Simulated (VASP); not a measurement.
A run of VASP 6.6.1 is set up as follows.

Contents of INCAR:

```
  PREC = Accurate
  ENCUT = 520
  EDIFF = 1E-6
  ISMEAR = -1
  SIGMA = 0.05
  LREAL = F
  LASPH = T
  NELM = 150
  ALGO = Normal
  ISIF = 2
  LWAVE = F
  LCHARG = F
  ISPIN = 2
  MAGMOM = 4.5 -4.5 -4.5 4.5 0 0 0 0 0 0 0 0
  LORBIT = 11
  LMAXMIX = 4
  LDAU = T
  LDAUTYPE = 2
  LDAUL = 2 -1
  LDAUU = 3.9 0
  LDAUJ = 0 0
  LDAUPRINT = 1
  GGA = PS
  NBANDS = 66
```

Contents of KPOINTS:

```
Automatic mesh
0
Gamma
  2 6 4
```

Contents of POSCAR:

```
MnO2
1.0
    9.3200000000      0.0000000000      0.0000000000
    0.0000000000      2.8500000000      0.0000000000
    0.0000000000      0.0000000000      4.4600000000
Mn O
4 8
Direct
    0.6400000000      0.2500000000      0.4800000000
    0.3600000000      0.7500000000      0.5200000000
    0.1400000000      0.2500000000      0.0200000000
    0.8600000000      0.7500000000      0.9800000000
    0.5350000000      0.7500000000      0.2900000000
    0.4650000000      0.2500000000      0.7100000000
    0.0350000000      0.7500000000      0.2100000000
    0.9650000000      0.2500000000      0.7900000000
    0.7850000000      0.2500000000      0.1900000000
    0.2150000000      0.7500000000      0.8100000000
    0.2850000000      0.2500000000      0.3100000000
    0.7150000000      0.7500000000      0.6900000000
```

Potentials or basis: VASP PAW PBE potentials, release 64 (Mn_pv, O).

Launch:

```bash
$ cat potpaw_PBE.64/Mn_pv/POTCAR potpaw_PBE.64/O/POTCAR > POTCAR
$ mpirun -np 1 vasp_std > vasp.out
```

Problem. Estimate the largest force.

Solution. 2.264 eV/Å.

Problem. What does it give for the site moments?

Solution. Mn +3.04, -3.04 (each value once); O -0.03, +0.03, +0.01, -0.01 (each value once) μB.

Forces in eV/Å, atoms in the order of the input:
```
Mn  -2.190  0.000 -0.574
Mn   2.190  0.000  0.574
Mn  -2.190  0.000  0.574
Mn   2.190  0.000 -0.574
O    0.417  0.000 -0.297
O   -0.417  0.000  0.297
O    0.417  0.000  0.297
O   -0.417  0.000 -0.297
O   -0.552  0.000  0.568
O    0.552  0.000 -0.568
O   -0.552  0.000 -0.568
O    0.552  0.000  0.568
```

Caveat: the PAW data sets were made with another functional, which shifts forces and pressure a little. The state reached can hang on the start; a lower one may exist.
